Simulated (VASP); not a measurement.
Here is a VASP 6.6.1 calculation.

Contents of INCAR:

```
PREC     = Accurate       # precision mode
ENCUT    = 520            # plane-wave cutoff, eV
EDIFF    = 1E-6           # SCF threshold, eV
ISMEAR   = 0              # smearing method
SIGMA    = 0.1            # smearing width, eV
LREAL    = F              # projectors in reciprocal space
LASPH    = T              # aspherical terms in the spheres
NELM     = 60             # most SCF steps
ALGO     = Normal         # electronic algorithm
ISIF     = 2              # what is computed and relaxed
LWAVE    = F              # write WAVECAR
LCHARG   = F              # write CHGCAR
GGA      = PE             # functional
NBANDS   = 31             # bands
```

KPOINTS

```
regular mesh
0
Gamma
  6 6 4
```

POSCAR

```
Sn3C
1.0
    4.8430031900      0.0000000000      0.0000000000
   -2.4215015900      4.1941637900      0.0000000000
    0.0000000000      0.0000000000      5.5571386100
Sn C
3 1
Direct
    0.5000000000      0.0000000000      0.0000000000
    0.0000000000      0.5000000000      0.0000000000
    0.5000000000      0.5000000000      0.0000000000
    0.0000000000      0.0000000000      0.5000000000
```

Potentials or basis: VASP PAW PBE potentials, release 64 (Sn_d, C).

Launch:

```bash
$ cat potpaw_PBE.64/Sn_d/POTCAR potpaw_PBE.64/C/POTCAR > POTCAR
$ mpirun -np 1 vasp_std > vasp.out
```

Task: What does it give for the band gap on the k mesh?

Result: Zero (band 23 reaches 5.23 eV, above the bottom of band 24 at 4.46 eV).

Task: Predict the pressure.

Result: 32.4 GPa.

Stress tensor (GPa, compression positive):
```
52.81  0.00  0.00
 0.00 52.81  0.00
 0.00  0.00 -8.49
```

Caveat: spin-orbit coupling is left out, which moves the levels of the heavy elements.
